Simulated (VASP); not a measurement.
# Si8O17 (a cell with a defect): single point with PBE

The system is Si8O17 (a cell with a defect).

```xyz
25
Lattice="0.0000 5.0814 7.0944 5.0814 0.0000 7.0944 5.0814 5.0814 0.0000" Properties=species:S:1:pos:R:3 pbc="T T T"
Si    3.5775    3.5826    3.7035
Si    8.5380    8.3990   10.5415
Si    4.1170    1.2559    5.5564
Si    4.0955    6.0341    5.3872
Si    6.1655    4.0681    9.0736
Si    6.0089    8.9900    8.7949
Si    1.6252    1.5291    0.1548
Si    6.5108    6.5468    7.1205
O     4.5831    3.9557    2.4788
O     4.6213    3.8776    9.5616
O     5.6555    6.1038    5.8198
O     5.6158    6.6969   13.1407
O     3.8541    4.4722    5.0277
O     8.0879    9.4324   11.7711
O     6.6313    2.9426    8.0154
O     5.9335    8.0191    7.5016
O     1.3145    0.3283    1.2126
O     6.3117    5.5296    8.3781
O     2.0497    3.9175    3.2731
O     7.1298    8.3137    9.7599
O     8.0895    6.6344    6.7118
O     3.1128    6.4475    6.6161
O     3.7627    2.0237    4.1626
O     8.9438    6.9506   11.1521
O     4.3030    4.6958   -1.7710
```

- Program: VASP 6.6.1
- Task: single point
- Functional: PBE
- Potentials or basis: VASP PAW PBE potentials, release 64 (Si, O_h)
- Cutoff: 1000 eV
- k mesh: 1 × 1 × 1
- Occupations: fermi-dirac, width 0.01 eV
- Spin: no spin polarisation

The pressure is 1.0 GPa. The largest force is 0.029 eV/Å.

Forces on the atoms (eV/Å):
```
Si   0.000  0.005  0.003
Si  -0.014 -0.005 -0.003
Si   0.007  0.005  0.006
Si  -0.007 -0.005  0.001
Si   0.000 -0.005 -0.005
Si  -0.001  0.013  0.005
Si  -0.003  0.001  0.004
Si   0.008  0.001 -0.002
O    0.002 -0.001 -0.002
O    0.004  0.000 -0.002
O   -0.001 -0.001 -0.003
O    0.004  0.005  0.003
O    0.000  0.001  0.000
O   -0.021 -0.012 -0.013
O    0.000 -0.003 -0.001
O    0.000 -0.004 -0.002
O    0.000 -0.004  0.000
O    0.001 -0.003  0.001
O    0.001 -0.001  0.000
O    0.003  0.000 -0.005
O   -0.005  0.000  0.003
O    0.001  0.002 -0.001
O    0.000  0.002 -0.004
O    0.001  0.000  0.001
O    0.022  0.011  0.016
```

Stress tensor (GPa, compression positive):
```
0.34 1.10 2.19
1.10 1.25 2.71
2.19 2.71 1.37
```

Levels at points of the mesh, in eV from the Fermi level:
```tsv
k point	band 63	band 64	band 65	band 66	band 67	band 68	band 69	band 70	band 71	band 72
(0.00, 0.00, 0.00)	-1.36	-1.26	-1.14	-1.06	-0.24	4.37	4.65	7.59	7.77	7.87
```

Run time: 3.1 min on 1 thread of AMD EPYC 7R43 64-Core Processor (Zen 3), on a shared host, peak memory 0.99 GiB.

Caveat: the k points lie up to 0.98 Å⁻¹ apart, too coarse for converged energies, forces and pressures.
